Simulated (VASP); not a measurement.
# NaYHf2F6 (Fm-3m) in VASP: a series of runs, part 2 of 2

VASP 6.6.1. Earlier steps stand in the parts before.

## 3. Relaxation of cell and atoms, PBE

This run uses another cell than the first one, of 13.19 Å³/atom.

Contents of INCAR:

```
PREC = Accurate
ENCUT = 600
EDIFF = 1E-7
ISMEAR = 0
SIGMA = 0.1282
LREAL = False
LASPH = True
NELM = 80
ALGO = Normal
ISIF = 3
LWAVE = False
LCHARG = False
GGA = PE
IBRION = 2
NSW = 100
EDIFFG = -0.03
```

Contents of KPOINTS:

```
Automatic mesh
0
Gamma
  7 7 7
```

Contents of POSCAR:

```
NaYHf2F6
1.0
    0.0000000000      4.0399060000      4.0399060000
    4.0399060000      0.0000000000      4.0399060000
    4.0399060000      4.0399060000      0.0000000000
F Na Y Hf
6 1 1 2
Direct
    0.7560000000      0.2440000000      0.2440000000
    0.2440000000      0.7560000000      0.2440000000
    0.2440000000      0.7560000000      0.7560000000
    0.7560000000      0.2440000000      0.7560000000
    0.2440000000      0.2440000000      0.7560000000
    0.7560000000      0.7560000000      0.2440000000
    0.5000000000      0.5000000000      0.5000000000
    0.0000000000      0.0000000000      0.0000000000
    0.2500000000      0.2500000000      0.2500000000
    0.7500000000      0.7500000000      0.7500000000
```

Potentials or basis: VASP PAW PBE potentials, release 64 (F, Na_pv, Y_sv, Hf_pv).

The run is started by

```console
$ cat potpaw_PBE.64/F/POTCAR potpaw_PBE.64/Na_pv/POTCAR potpaw_PBE.64/Y_sv/POTCAR potpaw_PBE.64/Hf_pv/POTCAR > POTCAR
$ mpirun -np 1 vasp_std > vasp.out
```

OUTCAR:

```text
PREC = Accurate
   ENCUT = 600
   EDIFF = 1E-7
   ISMEAR = 0
   LREAL = False
   LASPH = True
   NELM = 80
   ISIF = 3
   GGA = PE
   IBRION = 2
   NSW = 100
   EDIFFG = -0.03

 ion  position               nearest neighbor table
   1  0.756  0.244  0.244-   8 1.97   7 2.07  10 2.86  10 2.86   9 2.86   9 2.86
   2  0.244  0.756  0.244-   8 1.97   7 2.07  10 2.86  10 2.86   9 2.86   9 2.86
   3  0.244  0.756  0.756-   8 1.97   7 2.07  10 2.86  10 2.86   9 2.86   9 2.86
   4  0.756  0.244  0.756-   8 1.97   7 2.07  10 2.86  10 2.86   9 2.86   9 2.86
   5  0.244  0.244  0.756-   8 1.97   7 2.07  10 2.86  10 2.86   9 2.86   9 2.86
   6  0.756  0.756  0.244-   8 1.97   7 2.07  10 2.86  10 2.86   9 2.86   9 2.86
   7  0.500  0.500  0.500-   1 2.07   2 2.07   3 2.07   4 2.07   5 2.07   6 2.07
   8  0.000  0.000  0.000-   1 1.97   2 1.97   3 1.97   4 1.97   5 1.97   6 1.97  10 3.50  10 3.50
                            10 3.50   9 3.50  10 3.50   9 3.50   9 3.50   9 3.50
   9  0.250  0.250  0.250-   1 2.86   4 2.86   6 2.86   2 2.86   3 2.86   6 2.86   3 2.86   4 2.86
                             5 2.86   1 2.86   2 2.86   5 2.86   8 3.50   8 3.50   8 3.50   8 3.50
  10  0.750  0.750  0.750-   3 2.86   4 2.86   6 2.86   1 2.86   2 2.86   6 2.86   1 2.86   4 2.86
                             5 2.86   2 2.86   3 2.86   5 2.86   8 3.50   8 3.50   8 3.50   8 3.50

  LATTYP: Found a face centered cubic cell.
 ALAT       =     8.0798120000

  Lattice vectors:

 A1 = (   0.0000000000,   4.0399060000,   4.0399060000)
 A2 = (   4.0399060000,   0.0000000000,   4.0399060000)
 A3 = (   4.0399060000,   4.0399060000,   0.0000000000)

Analysis of symmetry for initial positions (statically):
=====================================================================
 Subroutine PRICEL returns:
 Original cell was already a primitive cell.

 Routine SETGRP: Setting up the symmetry group for a
 face centered cubic supercell.

 Subroutine GETGRP returns: Found 48 space group operations
 (whereof 48 operations were pure point group operations)
 out of a pool of 48 trial point group operations.

The static configuration has the point symmetry O_h .

Analysis of symmetry for dynamics (positions and initial velocities):
=====================================================================
 Subroutine PRICEL returns:
 Original cell was already a primitive cell.

 Routine SETGRP: Setting up the symmetry group for a
 face centered cubic supercell.

 Subroutine GETGRP returns: Found 48 space group operations
 (whereof 48 operations were pure point group operations)
 out of a pool of 48 trial point group operations.

The dynamic configuration has the point symmetry O_h .

 Subroutine INISYM returns: Found 48 space group operations
 (whereof 48 operations are pure point group operations),
 and found     1 'primitive' translations

----------------------------------------------------------------------------------------

                                     Primitive cell

  volume of cell :     131.8693

  direct lattice vectors                    reciprocal lattice vectors
     0.000000000  4.039906000  4.039906000    -0.123765256  0.123765256  0.123765256
     4.039906000  0.000000000  4.039906000     0.123765256 -0.123765256  0.123765256
     4.039906000  4.039906000  0.000000000     0.123765256  0.123765256 -0.123765256

  length of vectors
     5.713289856  5.713289856  5.713289856     0.214367711  0.214367711  0.214367711

  position of ions in fractional coordinates (direct lattice)
     0.756000000  0.244000000  0.244000000
     0.244000000  0.756000000  0.244000000
     0.244000000  0.756000000  0.756000000
     0.756000000  0.244000000  0.756000000
     0.244000000  0.244000000  0.756000000
     0.756000000  0.756000000  0.244000000
     0.500000000  0.500000000  0.500000000
     0.000000000  0.000000000  0.000000000
     0.250000000  0.250000000  0.250000000
     0.750000000  0.750000000  0.750000000

[... 29 lines left out ...]
     0.030623959  0.030623959  0.030623959

  Shift w.r.t. Gamma in fractional coordinates (k-lattice)
     0.000000000  0.000000000  0.000000000

 Subroutine IBZKPT returns following result:
 ===========================================

 Found     20 irreducible k-points:

 Following reciprocal coordinates:
            Coordinates               Weight
  0.000000  0.000000  0.000000      1.000000
  0.142857  0.000000  0.000000      8.000000
  0.285714  0.000000  0.000000      8.000000
  0.428571  0.000000  0.000000      8.000000
  0.142857  0.142857  0.000000      6.000000
  0.285714  0.142857  0.000000     24.000000
[... 12 lines left out ...]
 -0.428571  0.428571  0.142857     24.000000
 -0.285714  0.428571  0.142857     24.000000
   k-points           NKPTS =     20   k-points in BZ     NKDIM =     20   number of bands    NBANDS=     48
   number of dos      NEDOS =    301   number of ions     NIONS =     10
   total plane-waves  NPLWV = 110592
   dimension x,y,z NGX =    48 NGY =   48 NGZ =   48
   dimension x,y,z NGXF=    96 NGYF=   96 NGZF=   96
   ions per type =               6   1   1   2
   NGX,Y,Z   is equivalent  to a cutoff of  13.97, 13.97, 13.97 a.u.
   NGXF,Y,Z  is equivalent  to a cutoff of  27.93, 27.93, 27.93 a.u.
 SYSTEM =  unknown system
   PREC   = accura    normal or accurate (medium, high low for compatibility)
   ISTART =      0    job   : 0-new  1-cont  2-samecut
   ICHARG =      2    charge: 1-file 2-atom 10-const
   ISPIN  =      1    spin polarized calculation?
   LNONCOLLINEAR =      F non collinear calculations
   LSORBIT =      F    spin-orbit coupling
   LASPH  =      T    aspherical Exc in radial PAW
   ENCUT  =  600.0 eV  44.10 Ry    6.64 a.u.  11.41 11.41 11.41*2*pi/ulx,y,z
   NELM   =     80;   NELMIN=  2; NELMDL= -5     # of ELM steps
   EDIFF  = 0.1E-06   stopping-criterion for ELM
   LREAL  =      F    real-space projection
   EDIFFG = -.3E-01   stopping-criterion for IOM
   NSW    =    100    number of steps for IOM
   IBRION =      2    ionic relax: 0-MD 1-quasi-New 2-CG
   NFREE  =      1    steps in history (QN), initial steepest desc. (CG)
   ISIF   =      3    stress and relaxation
   ISYM   =      2    0-nonsym 1-usesym 2-fastsym
   POTIM  = 0.5000    time-step for ionic-motion
   TEBEG  =    0.0;   TEEND  =   0.0 temperature during run
   PSTRESS=    0.0 pullay stress
   NELECT =      80.0000    total number of electrons
   NUPDOWN=      -1.0000    fix difference up-down
   EMIN   =  10.00;   EMAX   =-10.00  energy-range for DOS
   EFERMI =   0.00;   METHOD = LEGACY
   ISMEAR =     0;   SIGMA  =   0.13  broadening in eV -4-tet -1-fermi 0-gaus
   EFERMI_NEDOS =   21; number of points for ismear=-14 and -15
   IALGO  =     38    algorithm
   IMIX   =      4    mixing-type and parameters
     AMIX     =   0.40;   BMIX     =  1.00
     AMIX_MAG =   1.60;   BMIX_MAG =  1.00
  volume/ion in A,a.u.               =      13.19        88.99
  Fermi-wavevector in a.u.,A,eV,Ry     =   1.385873  2.618921 26.131964  1.920645
  Thomas-Fermi vector in A             =   2.510243
   LORBIT       =      0    0 simple, 1 ext, 2 COOP (PROOUT), +10 PAW based schemes
   GGA     = PE    functional components
   LHFCALC =     F    Hartree Fock is set to
   AEXX    =    0.0000 exact exchange contribution
   IVDW    =     0    specifies the selected vdW correction
   LEPSILON=     F    determine dielectric tensor
   LRPA    =     F    only Hartree local field effects (RPA)
 conjugate gradient relaxation of ions
 non-spin polarized calculation
 Gauss-broadening in eV      SIGMA  =   0.13
  energy-cutoff  :      600.00
  volume of cell :      131.87
 maximum number of plane-waves:      4477
 NGX is ok and might be reduce to    48
   NGX = 23   NGY = 23   NGZ = 23

--------------------------------------- Ionic step        1  -------------------------------------------

 number of electron      80.0000037 magnetization

 Free energy of the ion-electron system (eV)
  ---------------------------------------------------
  ext. energy  EPLUGINS =         0.00000000
  ---------------------------------------------------
  free energy    TOTEN  =       -53.65120378 eV

  energy without entropy =      -53.56934746  energy(sigma->0) =      -53.61027562

 E-fermi :   5.6759     XC(G=0): -10.7347

 val. band max:        5.6698420562   @ k =   0.2857   0.2857   0.0000
 cond. band min:       5.6897635407   @ k =  -0.4286   0.2857   0.0000
 fundamental gap:      0.0199214845
 Fermi energy:         5.6759269959

 k-point     1 :       0.0000    0.0000    0.0000
  band No.  band energies     occupation
      1     -37.0877      2.00000
      2     -27.3043      2.00000
      3     -27.3043      2.00000
      4     -27.3043      2.00000
      5     -27.2802      2.00000
      6     -27.2802      2.00000
[... 1360 lines left out ...]
--------------------------------------- Ionic step        9  -------------------------------------------

 number of electron      79.9999999 magnetization

 Free energy of the ion-electron system (eV)
  ---------------------------------------------------
  ext. energy  EPLUGINS =         0.00000000
  ---------------------------------------------------
  free energy    TOTEN  =       -56.66002005 eV

  energy without entropy =      -56.54809000  energy(sigma->0) =      -56.60405503

 E-fermi :   3.3365     XC(G=0):  -9.5519

 val. band max:        3.3306690021   @ k =  -0.4286   0.2857   0.1429
 cond. band min:       3.3392980848   @ k =   0.2857   0.2857   0.0000
 fundamental gap:      0.0086290827
 Fermi energy:         3.3364508818

 k-point     1 :       0.0000    0.0000    0.0000
  band No.  band energies     occupation
      1     -39.8676      2.00000
      2     -29.9798      2.00000
      3     -29.9798      2.00000
      4     -29.9798      2.00000
      5     -29.9727      2.00000
      6     -29.9727      2.00000
[... 1046 lines left out ...]
  FREE ENERGIE OF THE ION-ELECTRON SYSTEM (eV)
  ---------------------------------------------------
  free  energy   TOTEN  =       -56.6600200501 eV

  energy  without entropy=      -56.5480900012  energy(sigma->0) =      -56.60405503

 reached required accuracy - stopping structural energy minimisation
```

Wall time 22 min (1 thread of AMD EPYC 9R45 (Zen 5), shared host); peak memory 0.44 GiB.

Results:

* Free energy: -56.6600 eV
* Relaxed volume: 16.92 Å³/atom
* Relaxed cell: a = 6.208 Å, b = 6.208 Å, c = 6.208 Å, α = 60.00°, β = 60.00°, γ = 60.00°
* Space group after relaxing (to 0.1 Å): Fm-3m (No. 225)
* Energy gained by relaxing: 300.9 meV/atom
* Ionic steps: 9
* Pressure after relaxing: 0.0 GPa
* Band gap on the k mesh: zero (bands 40 and 41 overlap by 0.33 eV)

Step by step:
```tsv
step	energy change (eV)	largest force (eV/Å)	pressure (GPa)	volume (Å³)
1	0.0000	3.2895	29.99	131.87
2	-1.6155	1.9855	-7.17	184.81
3	-2.7858	0.8188	1.97	158.96
4	-2.7863	0.7750	2.29	158.38
5	-2.9506	0.4162	0.76	163.91
6	-3.0065	0.1001	-0.43	169.81
7	-3.0066	0.0887	-0.47	170.05
8	-3.0084	0.0400	0.21	168.77
9	-3.0088	0.0003	0.00	169.16
```

Final structure:
```
F Na Y Hf
1.0
     0.00000    4.38956    4.38956
     4.38956    0.00000    4.38956
     4.38956    4.38956    0.00000
F Na Y Hf
6 1 1 2
Direct
  0.75270 0.24730 0.24730
  0.24730 0.75270 0.24730
  0.24730 0.75270 0.75270
  0.75270 0.24730 0.75270
  0.24730 0.24730 0.75270
  0.75270 0.75270 0.24730
  0.50000 0.50000 0.50000
  0.00000 0.00000 0.00000
  0.25000 0.25000 0.25000
  0.75000 0.75000 0.75000
```

Caveat: the volume moved by over 15 % at a fixed basis, so the end points are rough; spin-orbit coupling is left out, which moves the levels of the heavy elements.
